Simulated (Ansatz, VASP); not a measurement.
## One calculation of Al2Pt, two programs

File POSCAR:

```
Al2Pt
1.0
    0.0000000000      2.9550000000      2.9254500000
    2.9550000000      0.0000000000      2.9254500000
    2.9550000000      2.9550000000      0.0000000000
Al Pt
2 1
Direct
    0.2500000000      0.2500000000      0.2500000000
    0.7500000000      0.7500000000      0.7500000000
    0.0000000000      0.0000000000      0.0000000000
```

The input INCAR.step1:

```
SYSTEM = Al2Pt
ALGO     = Normal         ! electronic algorithm
EDIFF    = 1E-4           ! SCF threshold, eV
ENCUT    = 520            ! plane-wave cutoff, eV
GGA      = PE             ! functional
ISMEAR   = -1             ! smearing method
LASPH    = .True.         ! aspherical terms in the spheres
LCHARG   = .False.        ! write CHGCAR
LREAL    = .False.        ! projectors in reciprocal space
LWAVE    = .True.         ! write WAVECAR
NBANDS   = 15             ! bands
NELM     = 80             ! most SCF steps
PREC     = Accurate       ! precision mode
SIGMA    = 0.1            ! smearing width, eV
```

Contents of INCAR.step2:

```
SYSTEM = Al2Pt
ALGO     = Normal         ! electronic algorithm
EDIFF    = 1E-6           ! SCF threshold, eV
ENCUT    = 520            ! plane-wave cutoff, eV
ISIF     = 2              ! what is computed and relaxed
ISMEAR   = -1             ! smearing method
ISTART   = 1            
LASPH    = .True.         ! aspherical terms in the spheres
LCHARG   = .True.         ! write CHGCAR
LELF     = .True.         ! ELF
LMIXTAU  = .True.       
LREAL    = .False.        ! projectors in reciprocal space
LVHAR    = .True.       
LWAVE    = .False.        ! write WAVECAR
METAGGA  = R2SCAN         ! meta-GGA
NBANDS   = 15             ! bands
NELM     = 80             ! most SCF steps
PREC     = Accurate       ! precision mode
SIGMA    = 0.1            ! smearing width, eV
```

The input KPOINTS:

```
k-points
0
Gamma
  10 10 10
  0 0 0
```

Input for Ansatz:

```yaml
crystal:
  lattice:
    - [0.0, 2.955, 2.92545]
    - [2.955, 0.0, 2.92545]
    - [2.955, 2.955, 0.0]
  atoms:
    - { symbol: Al, position: [0.25, 0.25, 0.25] }
    - { symbol: Al, position: [0.75, 0.75, 0.75] }
    - { symbol: Pt, position: [0.0, 0.0, 0.0] }
basis:
  ecutwfc: 761.918814887664
  xc_grid: 2
kpoints:
  mp_grid:
    grid: [10, 10, 10]
hamiltonian:
  xc: r2scan
scf:
  max_iter: 150
  occupations:
    method: fermi_dirac
output:
  stress: true
```

Alike in both runs: task single point; functional r2SCAN; k mesh 10 × 10 × 10; no spin polarisation.

```csv
,VASP,Ansatz
version,VASP 6.6.1,Ansatz 0.2.0
potentials or method,"VASP PAW PBE potentials, release 64 (Al, Pt), cutoff 520 eV","plane waves, PAW"
occupations,"fermi-dirac, width 0.1 eV",fermi-dirac
valence electrons in the cell,16,24
```

VASP gave:

| Quantity | Value |
| --- | --- |
| pressure (GPa) | 0.8 |
| traceless stress, the component that is largest in VASP (GPa) | 0.52 |

Problem. Estimate Ansatz's values.

Solution. Pressure (GPa): 1.0; traceless stress, the component that is largest in VASP (GPa): 0.52.

VASP's potentials were made for PBE, not for r2SCAN. VASP's potentials hold 16 valence electrons a cell and Ansatz's 24, so a difference there can come from the potentials and not from the codes.

Spin-orbit coupling is off throughout.
